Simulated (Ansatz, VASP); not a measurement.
One calculation of Ga2O3, two programs

```xyz
10
Lattice="6.0660 -1.5084 0.0000 6.0660 1.5084 0.0000 -1.3767 0.0000 5.5922" Properties=species:S:1:pos:R:3 pbc="T T T"
Ga    0.0177    0.0000    4.4502
Ga   10.7376    0.0000    1.1421
Ga    7.5738    0.0000    1.7478
Ga    3.1816    0.0000    3.8445
O     1.9288    0.0000    0.6064
O     8.8266    0.0000    4.9859
O     1.3129    0.0000    3.1237
O     9.4425    0.0000    2.4685
O     5.6806    0.0000    1.4113
O     5.0748    0.0000    4.1809
```

Change from the starting cell: volume scaled by 0.98, ions relaxed.

Alike in both runs: functional PBE; k mesh 10 × 10 × 6; occupations fermi-dirac, width 0.02 eV; no spin polarisation.

Ansatz relaxed the structure, and its values are those at the end. VASP's run is a single point on that final structure, the one shown.

|  | VASP | Ansatz |
| --- | --- | --- |
| version | VASP 6.6.1 | Ansatz 0.2.0 |
| potentials or method | VASP PAW PBE potentials, release 64 (Ga_d, O) | plane-wave PAW, scalar-relativistic |
| plane-wave cutoff (eV) | 520 | 420 |
| valence electrons in the cell | 88 | 88 |

|  | VASP | Ansatz | Ansatz less VASP |
| --- | --- | --- | --- |
| gap on the k mesh at the Fermi level (eV) | 2.52 | 2.54 | +0.016 |
| pressure (GPa) | 13.0 | 12.4 | -0.67 |
| rms of the force components (eV/Å) | 0.011 | 0.005 | -0.0061 |

With one functional, cell and mesh, what is left measures potentials, basis and numerics. Ansatz's warnings: stress scf threshold loose.
